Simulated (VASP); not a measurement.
Here is a VASP 6.6.1 calculation.

File INCAR:

```
ALGO = Normal
EDIFF = 1E-6
ENCUT = 520
GGA = PE
ISIF = 2
ISMEAR = 0
LASPH = T
LCHARG = T
LELF = T
LREAL = F
LVHAR = T
LWAVE = F
NBANDS = 30
NELM = 80
PREC = Accurate
SIGMA = 0.03
```

File KPOINTS:

```
k-points
0
Gamma
  6 6 6
```

File POSCAR:

```
CsSnI3
1.0
    6.1126145000      0.0000000000      0.0000000000
    0.0000000000      6.1126145000      0.0000000000
    0.0000000000      0.0000000000      6.0195290000
Cs Sn I
1 1 3
Direct
    0.0000000000      0.0000000000      0.0000000000
    0.5000000000      0.5000000000      0.5000000000
    0.0000000000      0.5000000000      0.5000000000
    0.5000000000      0.0000000000      0.5000000000
    0.5000000000      0.5000000000      0.0000000000
```

Potentials or basis: VASP PAW PBE potentials, release 64 (Cs_sv, Sn_d, I).

The run is started by

```sh
$ cat potpaw_PBE.64/Cs_sv/POTCAR potpaw_PBE.64/Sn_d/POTCAR potpaw_PBE.64/I/POTCAR > POTCAR
$ mpirun -np 1 vasp_std > vasp.out
```

(1) What does it give for the band gap on the k mesh?

(2) Estimate the pressure.

Results:

(1) zero (filled and empty bands touch).

(2) 1.9 GPa.

Caveat: the cell differs from its parent crystal (strain -0.015 along x and y, -0.030 along z); spin-orbit coupling is left out, which moves the levels of the heavy elements.
